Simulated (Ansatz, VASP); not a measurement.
## Ti: VASP beside Ansatz

```
CELL_PARAMETERS angstrom
0.00000 2.89479 2.89479
2.89479 0.00000 2.89479
2.89479 2.89479 0.00000
ATOMIC_POSITIONS crystal
Ti 0.12500 0.12500 0.12500
Ti 0.87500 0.87500 0.87500
```

Alike in both runs: task single point; functional revPBE; k mesh 11 × 11 × 11; occupations fermi-dirac, width 0.1 eV; no spin polarisation.

|  | VASP | Ansatz |
| --- | --- | --- |
| version | VASP 6.6.1 | Ansatz 0.2.0 |
| potentials or method | VASP PAW PBE potentials, release 64 (Ti_sv), cutoff 520 eV | plane waves (420 eV) with PAW, scalar-relativistic |
| valence electrons in the cell | 24 | 24 |

|  | VASP | Ansatz | Ansatz less VASP |
| --- | --- | --- | --- |
| pressure (GPa) | 0.1 | 0.0 | -0.05 |

VASP's potentials were made for PBE, not for revPBE.
